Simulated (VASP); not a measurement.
# Co: single point with PBE

Co:

```
CELL_PARAMETERS angstrom
-1.40552 1.40552 1.40552
1.40552 -1.40552 1.40552
1.40552 1.40552 -1.40552
ATOMIC_POSITIONS crystal
Co 0.00000 0.00000 0.00000
```

This isn't the form of Co at room conditions, which is hcp.

```yaml
Program: VASP 6.6.1
Task: single point
Functional: PBE
Potentials_or_basis: VASP PAW PBE potentials, release 64 (Co)
Cutoff: 520 eV
k_mesh: 20 × 20 × 20
Occupations: gaussian, width 0.05 eV
Spin: collinear spin, ferromagnetic start
Starting_moments: "[1.5] μB"
```

* Pressure: -1.3 GPa
* Net moment: 1.72 μB per cell
* Site moments: Co +1.75 μB
* Valence electrons inside the program's atomic spheres: Co 8.22

Levels at points of the mesh, in eV from the Fermi level:
Spin up:
| k point | band 1 | band 2 | band 3 | band 4 | band 5 | band 6 | band 7 | band 8 | band 9 | band 10 |
| --- | --- | --- | --- | --- | --- | --- | --- | --- | --- | --- |
| (0.00, 0.00, 0.00) | -9.14 | -3.01 | -3.01 | -3.01 | -1.97 | -1.97 | 25.15 | 25.15 | 25.15 | 30.25 |
| (0.50, 0.00, 0.00) | -5.43 | -3.98 | -1.90 | -1.81 | -0.61 | -0.08 | 6.27 | 18.20 | 19.58 | 23.16 |
| (0.50, 0.50, 0.50) | -5.33 | -5.33 | -0.85 | -0.85 | -0.85 | 9.36 | 9.36 | 9.36 | 15.01 | 15.01 |
Spin down:
| k point | band 1 | band 2 | band 3 | band 4 | band 5 | band 6 | band 7 | band 8 |
| --- | --- | --- | --- | --- | --- | --- | --- | --- |
| (0.00, 0.00, 0.00) | -9.10 | -1.49 | -1.49 | -1.49 | 0.34 | 0.34 | 24.90 | 24.90 |
| (0.50, 0.00, 0.00) | -4.39 | -2.61 | -0.10 | 0.20 | 0.55 | 1.15 | 7.28 | 18.20 |
| (0.50, 0.50, 0.50) | -3.76 | -3.76 | 0.89 | 0.89 | 0.89 | 9.46 | 9.46 | 9.46 |

Wall time 34 s on 1 thread of Intel(R) Xeon(R) 6975P-C (Granite Rapids), on a shared host, peak memory 0.17 GiB.
